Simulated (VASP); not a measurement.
Wanted: the native input for a VASP 6.6.1 run.

- Task: single point
- Functional: PBE
- Potentials or basis: VASP PAW PBE potentials, release 64 (Na_pv, Cl)
- Cutoff: 520 eV
- k mesh: 8 × 8 × 8
- Occupations: gaussian, width 0.02 eV
- Spin: no spin polarisation
- Dipole correction: no
- Further INCAR settings: ALGO = Normal; EDIFF = 1e-07; NBANDS = 14

The structure of NaCl lies in POSCAR:

```
NaCl
1.0
    0.0000000000      2.6020722712      2.6020722712
    2.6020722712      0.0000000000      2.6020722712
    2.6020722712      2.6020722712      0.0000000000
Na Cl
1 1
Direct
    0.0000000000      0.0000000000      0.0000000000
    0.5000000000      0.5000000000      0.5000000000
```

The input as run:

INCAR

```
PREC = Accurate
ENCUT = 520
EDIFF = 1E-7
ISMEAR = 0
SIGMA = 0.02
LREAL = False
LASPH = True
NELM = 80
ALGO = Normal
ISIF = 2
LWAVE = False
LCHARG = True
GGA = PE
LELF = True
LVHAR = True
NBANDS = 14
```

KPOINTS

```
regular mesh
0
Gamma
  8 8 8
```

Potentials or basis: VASP PAW PBE potentials, release 64 (Na_pv, Cl).

The run is started by

```sh
$ cat potpaw_PBE.64/Na_pv/POTCAR potpaw_PBE.64/Cl/POTCAR > POTCAR
$ mpirun -np 1 vasp_std > vasp.out
```

It gave:

```
Pressure               : 12.0 GPa
Band gap on the k mesh : 6.22 eV, direct
```

Wall time 11 s on 1 thread of Intel(R) Xeon(R) Platinum 8559C (Emerald Rapids) (shared host), peak memory 0.15 GiB.
